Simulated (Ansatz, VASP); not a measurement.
# Two plane-wave programs on Fe

```xyz
2
Lattice="2.0061 -1.4090 0.0000 2.0061 1.4090 0.0000 0.0000 0.0000 4.0234" Properties=species:S:1:pos:R:3 pbc="T T T"
Fe    2.0061    0.7046    1.0059
Fe    2.0061   -0.7046    3.0176
```

Alike in both runs: functional PBE; k mesh 6 × 6 × 4; occupations gaussian, width 0.1 eV; collinear spin.

Ansatz relaxed the structure, and its values are those at the end. VASP's run is a single point on that final structure, the one shown.

```csv
,VASP,Ansatz
version,VASP 6.6.1,Ansatz 0.2.0
potentials or method,"VASP PAW PBE potentials, release 64 (Fe), cutoff 520 eV","scalar-relativistic, plane waves, PAW"
valence electrons in the cell,16,32
```

VASP gave:

```
gap on the k mesh at the Fermi level (eV)                     : none
pressure (GPa)                                                : -0.3
net moment per atom (μB)                                      : 2.22
size of the moment on the site where the two differ most (μB) : 2.22
```

**Question.** Estimate Ansatz's values.

**Answer.** gap on the k mesh at the Fermi level (eV): none; pressure (GPa): 0.0; net moment per atom (μB): 2.21; size of the moment on the site where the two differ most (μB): 2.26.

Site moments also hang on the region over which each program counts them. A gap of «none» marks a metal or a gap that the smearing closes. The functional is the same, so the differences come from potentials, cutoffs and numerics. VASP's potentials hold 16 valence electrons a cell and Ansatz's 32, so a difference there can come from the potentials and not from the codes.

The k mesh is coarse, so the values compare programs but aren't converged.
